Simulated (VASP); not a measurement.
Wanted: the native input for a VASP 6.6.1 run.

```yaml
Task: relaxation of cell and atoms
Functional: PBE
Potentials_or_basis: VASP PAW PBE potentials, release 64 (Cd, S)
Cutoff: 600 eV
k_mesh: 8 × 8 × 4
Occupations: gaussian, width 0.1 eV
Spin: no spin polarisation
Dipole_correction: no
Further_INCAR_settings: ALGO = Normal; EDIFF = 1e-06; IBRION = 2; EDIFFG = -0.01; NSW = 100; ISIF = 3
```

The structure of Cd2S lies in POSCAR:

```
Cd2S
1.0
    4.1416774401      0.0000000000      0.0000000000
    0.0000000000      4.1416774401      0.0000000000
    0.0000000000      0.0000000000      9.0167469674
Cd S
4 2
Direct
    0.5000000000      0.5000000000      0.3452657860
    0.5000000000      0.5000000000      0.6547342140
    0.0000000000      0.0000000000      0.0000000000
    0.0000000000      0.0000000000      0.5000000000
    0.0000000000      0.5000000000      0.1684525747
    0.5000000000      0.0000000000      0.8315474253
```

The input as run:

INCAR

```
SYSTEM = Cd2S
  PREC = Accurate
  ENCUT = 600
  EDIFF = 1E-6
  ISMEAR = 0
  SIGMA = 0.1
  LREAL = .FALSE.
  LASPH = .TRUE.
  NELM = 100
  ALGO = Normal
  ISIF = 3
  LWAVE = .FALSE.
  LCHARG = .FALSE.
  GGA = PE
  IBRION = 2
  NSW = 100
  EDIFFG = -0.01
```

KPOINTS

```
Automatic mesh
0
G
  8 8 4
  0 0 0
```

Potentials or basis: VASP PAW PBE potentials, release 64 (Cd, S).

The run is started by

```bash
$ cat potpaw_PBE.64/Cd/POTCAR potpaw_PBE.64/S/POTCAR > POTCAR
$ mpirun -np 1 vasp_std > vasp.out
```

Results of the run:

```
Relaxed volume                        : 25.73 Å³/atom
Relaxed cell                          : a = 4.108 Å, b = 4.108 Å, c = 9.147 Å, α = 90.00°, β = 90.00°, γ = 90.00°
Space group after relaxing (to 0.1 Å) : P-4m2 (No. 115)
Energy gained by relaxing             : 0.9 meV/atom
Ionic steps                           : 10
Pressure after relaxing               : 0.0 GPa
Largest force after relaxing          : 0.010 eV/Å
Band gap on the k mesh                : zero (bands 30 and 31 overlap by 1.14 eV)
```

Run time: 29 min on 1 thread of Intel(R) Xeon(R) Platinum 8259CL CPU @ 2.50GHz (Skylake/Cascade Lake) (shared host), peak memory 0.46 GiB.
